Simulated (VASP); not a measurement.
Here is a VASP 6.6.1 calculation.

File POSCAR:

```
SiC
1.0
    2.1357600988      2.1357600988      0.0000000000
   -2.1357600988      2.1357600988      0.0000000000
    0.0000000000      2.1357600988      2.1357600988
Si C
1 1
Direct
    0.0000000000      0.0000000000      0.0000000000
    0.7500000000      0.2500000000      0.5000000000
```

Contents of INCAR.step1:

```
SYSTEM = SiC
ALGO     = Normal         ! electronic algorithm
EDIFF    = 1E-4           ! SCF threshold, eV
ENCUT    = 520            ! plane-wave cutoff, eV
GGA      = PE             ! functional
ISMEAR   = 0              ! smearing method
LASPH    = .True.         ! aspherical terms in the spheres
LCHARG   = .False.        ! write CHGCAR
LREAL    = .False.        ! projectors in reciprocal space
LWAVE    = .True.         ! write WAVECAR
NBANDS   = 11             ! bands
NELM     = 60             ! most SCF steps
PREC     = Accurate       ! precision mode
SIGMA    = 0.01           ! smearing width, eV
```

File INCAR.step2:

```
SYSTEM = SiC
ALGO     = Normal         ! electronic algorithm
EDIFF    = 1E-6           ! SCF threshold, eV
ENCUT    = 520            ! plane-wave cutoff, eV
ISIF     = 2              ! what is computed and relaxed
ISMEAR   = 0              ! smearing method
ISTART   = 1            
LASPH    = .True.         ! aspherical terms in the spheres
LCHARG   = .False.        ! write CHGCAR
LMIXTAU  = .True.       
LREAL    = .False.        ! projectors in reciprocal space
LWAVE    = .False.        ! write WAVECAR
METAGGA  = R2SCAN         ! meta-GGA
NBANDS   = 11             ! bands
NELM     = 60             ! most SCF steps
PREC     = Accurate       ! precision mode
SIGMA    = 0.01           ! smearing width, eV
```

Contents of KPOINTS:

```
k-points
0
Gamma
  10 10 10
  0 0 0
```

Potentials or basis: VASP PAW PBE potentials, release 64 (Si, C).

The run is started by

```bash
$ cat potpaw_PBE.64/Si/POTCAR potpaw_PBE.64/C/POTCAR > POTCAR
$ cp INCAR.step1 INCAR
$ mpirun -np 1 vasp_std > vasp.out
$ cp INCAR.step2 INCAR
$ mpirun -np 1 vasp_std > vasp.out
```

(1) Predict the band gap on the k mesh.

(2) Estimate the pressure.

Results:

(1) 1.68 eV (least direct gap 5.13 eV).

(2) 14.8 GPa.

Caveat: the cell stands under pressure; the PAW data sets were made with another functional, which shifts forces and pressure a little.
